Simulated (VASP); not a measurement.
A run of VASP 6.6.1 is set up as follows.

INCAR

```
ALGO = Normal
EDIFF = 1E-6
ENCUT = 520
GGA = PE
ISIF = 2
ISMEAR = -1
ISYM = 0
LASPH = True
LCHARG = True
LELF = True
LREAL = Auto
LVHAR = True
LWAVE = False
NBANDS = 68
NELM = 80
PREC = Accurate
SIGMA = 0.1861
```

The input KPOINTS:

```
Automatic mesh
0
Gamma
  1 1 1
  0.25 0.25 0.25
```

Contents of POSCAR:

```
Sn4P11
1.0
    6.9109540000     -0.1477090000      0.0559190000
   -0.1477090000      6.8279300000     -0.2761220000
    0.0559190000     -0.2761220000      6.8173210000
Sn P
4 11
Direct
    0.8780222407      0.6133726434     -0.0345438398
    0.3444295256      0.0643476421      0.6420200318
    0.8174721665      0.2241815782      0.6105276896
    0.2376883009      0.3937811283      0.9810637259
    0.4000909903      0.7337538361      0.1253351410
    0.4491891338      0.5095872816      0.6705804307
    0.0744092610      0.6223716253      0.5973445590
    0.6418628882      0.2881430646      0.1455217245
    0.9996341937      0.4218452734      0.2842041934
    0.0133694383      1.1120194069      0.0419303150
    0.5701177838      0.7483124350      0.8569306198
   -0.0370855011     -0.0742046724      0.7402581222
    0.3632177295      0.0593894553      0.2355788972
    0.7082172932     -0.0266349506      0.1819353528
    0.8116547693      0.6225451448      0.3457455630
```

Potentials or basis: VASP PAW PBE potentials, release 64 (Sn_d, P).

Command:

```console
$ cat potpaw_PBE.64/Sn_d/POTCAR potpaw_PBE.64/P/POTCAR > POTCAR
$ mpirun -np 1 vasp_std > vasp.out
```

(1) Predict the pressure.

(2) Predict the largest force.

Answers

(1) 3.9 GPa.

(2) 5.398 eV/Å.

Caveat: the k points lie up to 0.92 Å⁻¹ apart.
